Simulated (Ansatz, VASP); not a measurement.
## One calculation of Ti, two programs

The input INCAR:

```
ALGO     = Normal         # electronic algorithm
EDIFF    = 1E-6           # SCF threshold, eV
ENCUT    = 520            # plane-wave cutoff, eV
GGA      = PE             # functional
ISIF     = 2              # what is computed and relaxed
ISMEAR   = -1             # smearing method
LASPH    = T              # aspherical terms in the spheres
LCHARG   = F              # write CHGCAR
LREAL    = F              # projectors in reciprocal space
LWAVE    = F              # write WAVECAR
NBANDS   = 19             # bands
NELM     = 60             # most SCF steps
PREC     = Accurate       # precision mode
SIGMA    = 0.1            # smearing width, eV
```

File KPOINTS:

```
k-points
0
Gamma
  20 20 11
```

The input POSCAR:

```
Ti
1.0
    2.8585121701      0.0000000000      0.0000000000
   -1.4292560850      2.4755441563      0.0000000000
    0.0000000000      0.0000000000      4.5283631926
Ti
2
Direct
    0.3333333333      0.6666666667      0.2500000000
    0.6666666667      0.3333333333      0.7500000000
```

Input for Ansatz:

```yaml
crystal:
  lattice:
    - [2.8585121701, 0.0, 0.0]
    - [-1.429256085, 2.4755441563, 0.0]
    - [0.0, 0.0, 4.5283631926]
  atoms:
    - { symbol: Ti, position: [0.3333333333, 0.6666666667, 0.25] }
    - { symbol: Ti, position: [0.6666666667, 0.3333333333, 0.75] }
hamiltonian:
  xc: pbe
  pseudopotentials:
    kind: paw
    azcp:
      Ti: "pseudopotentials/Ti.paw.azcp"
basis:
  ecutwfc: 420
  fft_grid_basis: typed
kpoints:
  mp_grid: { grid: [20, 20, 11], shift: [0, 0, 0] }
magnetization:
  spin_polarized: false
scf:
  occupations: { method: fermi_dirac, width: 0.1 }
output:
  stress: true
```

Alike in both runs: task single point; functional PBE; k mesh 20 × 20 × 11; occupations fermi-dirac, width 0.1 eV; no spin polarisation.

```csv
,VASP,Ansatz
version,VASP 6.6.1,Ansatz 0.2.0
potentials or method,"VASP PAW PBE potentials, release 64 (Ti_sv), cutoff 520 eV","plane waves (420 eV) with PAW, scalar-relativistic"
valence electrons in the cell,24,24
```

|  | VASP | Ansatz | Ansatz less VASP |
| --- | --- | --- | --- |
| pressure (GPa) | 10.4 | 10.7 | +0.36 |
| traceless stress, the component that is largest in VASP (GPa) | 0.12 | 0.12 | 0.000 |

The functional is the same, so the differences come from potentials, cutoffs and numerics.
